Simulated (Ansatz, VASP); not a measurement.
# Sb in VASP and in Ansatz

POSCAR

```
Sb
1.0
    3.1284000000      0.0000000000      0.0000000000
    0.0000000000      3.1600000000      0.0000000000
    0.0000000000      0.0000000000      3.1600000000
Sb
1
Direct
    0.0000000000      0.0000000000      0.0000000000
```

Contents of INCAR.step1:

```
SYSTEM = Sb
PREC = Accurate ; ENCUT = 520
ISMEAR = 0 ; SIGMA = 0.15
LREAL = .False. ; LASPH = .True.
NELM = 80 ; NBANDS = 8
GGA = PE ; ALGO = Normal
EDIFF = 1E-4 ; LWAVE = .True.
LCHARG = .False.
```

Contents of INCAR.step2:

```
SYSTEM = Sb
PREC = Accurate ; ENCUT = 520
EDIFF = 1E-6 ; ISMEAR = 0
SIGMA = 0.15 ; LREAL = .False.
LASPH = .True. ; NELM = 80
ALGO = Normal ; ISIF = 2
LWAVE = .False. ; LCHARG = .False.
METAGGA = R2SCAN ; LMIXTAU = .True.
NBANDS = 8 ; ISTART = 1
```

KPOINTS

```
regular mesh
0
Gamma
  16 16 16
  0 0 0
```

Input for Ansatz:

```yaml
crystal:
  lattice:
    - [3.1284, 0.0, 0.0]
    - [0.0, 3.16, 0.0]
    - [0.0, 0.0, 3.16]
  atoms:
    - { symbol: Sb, position: [0.0, 0.0, 0.0] }
basis:
  ecutwfc: 500
kpoints:
  mp_grid: { grid: [16, 16, 16] }
hamiltonian:
  xc: r2scan
scf:
  occupations: { method: gaussian, width: 0.15 }
output:
  forces: true
  stress: true
  eigenvalues: true
  write_density: true
  write_potential: true
  elf: true
  volumetric_format: npy
```

Change from the starting cell: strain -0.0100 x Voigt [1, 0, 0, 0, 0, 0], atoms carried along.

Alike in both runs: task single point; functional r2SCAN; k mesh 16 × 16 × 16; occupations gaussian, width 0.15 eV; no spin polarisation.

```csv
,VASP,Ansatz
version,VASP 6.6.1,Ansatz 0.2.0
potentials or method,"VASP PAW PBE potentials, release 64 (Sb), cutoff 520 eV","scalar-relativistic, plane waves, PAW"
valence electrons in the cell,5,15
```

```tsv
	VASP	Ansatz	Ansatz less VASP
gap on the k mesh at the Fermi level (eV)	none	none	-
pressure (GPa)	-3.3	-3.3	+0.01
traceless stress, the component that is largest in VASP (GPa)	0.62	0.61	-0.003
```

VASP's potentials were made for PBE, not for r2SCAN. A gap of «none» marks a metal or a gap that the smearing closes. With one functional, cell and mesh, what is left measures potentials, basis and numerics. VASP's potentials hold 5 valence electrons a cell and Ansatz's 15, so a difference there can come from the potentials and not from the codes.

Spin-orbit coupling is off throughout.
